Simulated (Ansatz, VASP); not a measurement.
One calculation of Au, two programs

File INCAR:

```
SYSTEM = Au
ALGO = Normal ; EDIFF = 1E-6
ENCUT = 520 ; GGA = CA
ISIF = 2 ; ISMEAR = -1
LASPH = .True. ; LCHARG = .False.
LREAL = .False. ; LWAVE = .False.
NBANDS = 18 ; NELM = 100
PREC = Accurate ; SIGMA = 0.03
```

File KPOINTS:

```
k-points
0
Gamma
  14 14 8
  0 0 0
```

Contents of POSCAR:

```
Au
1.0
    2.8419984422      0.0000000000      0.0000000000
   -1.4209992211      2.4612428485      0.0000000000
    0.0000000000      0.0000000000      4.8800000000
Au
2
Direct
    0.3333333333      0.6666666667      0.7500000000
    0.6666666667      0.3333333333      0.2500000000
```

Input for Ansatz:

```yaml
crystal:
  lattice:
    - [2.8419984422, 0.0, 0.0]
    - [-1.4209992211, 2.4612428485, 0.0]
    - [0.0, 0.0, 4.88]
  atoms:
    - { symbol: Au, position: [0.3333333333, 0.6666666667, 0.75] }
    - { symbol: Au, position: [0.6666666667, 0.3333333333, 0.25] }
kpoints:
  mp_grid: { grid: [14, 14, 8] }
  band_path:
    path:
      - [0.0, 0.0, 0.0]
      - [0.5, 0.0, 0.0]
      - [0.3333333333, 0.3333333333, 0.0]
      - [0.0, 0.0, 0.0]
      - [0.0, 0.0, 0.5]
      - [0.5, 0.0, 0.5]
      - [0.3333333333, 0.3333333333, 0.5]
      - [0.0, 0.0, 0.5]
      - [0.5, 0.0, 0.5]
    npoints: 5
scf:
  occupations: { method: fermi_dirac, width: 0.03 }
hamiltonian:
  xc: lda
  pseudopotentials: { kind: all_electron, lapw: { basis_error: 0.00025 } }
output:
  forces: true
  stress: true
  eigenvalues: true
```

Change from the starting cell: equal xx and yy strain of -2 %.

Alike in both runs: task single point; functional LDA; k mesh 14 × 14 × 8; occupations fermi-dirac, width 0.03 eV; no spin polarisation.

|  | VASP | Ansatz |
| --- | --- | --- |
| version | VASP 6.6.1 | Ansatz 0.2.0 |
| potentials or method | VASP PAW LDA potentials, release 64 (Au), cutoff 520 eV | all-electron LAPW, scalar-relativistic |

Ansatz gave:

| Quantity | Value |
| --- | --- |
| pressure (GPa) | -4.7 |
| traceless stress, the component that is largest in VASP (GPa) | -0.48 |

Q: Which values does VASP return?

A: Pressure (GPa): -4.3; traceless stress, the component that is largest in VASP (GPa): -0.68.

LDA's correlation is that of Perdew and Zunger in VASP and of Perdew and Wang (1992) in Ansatz. Ansatz ran all-electron here, and VASP with PAW potentials.

Neither program's run includes spin-orbit coupling.
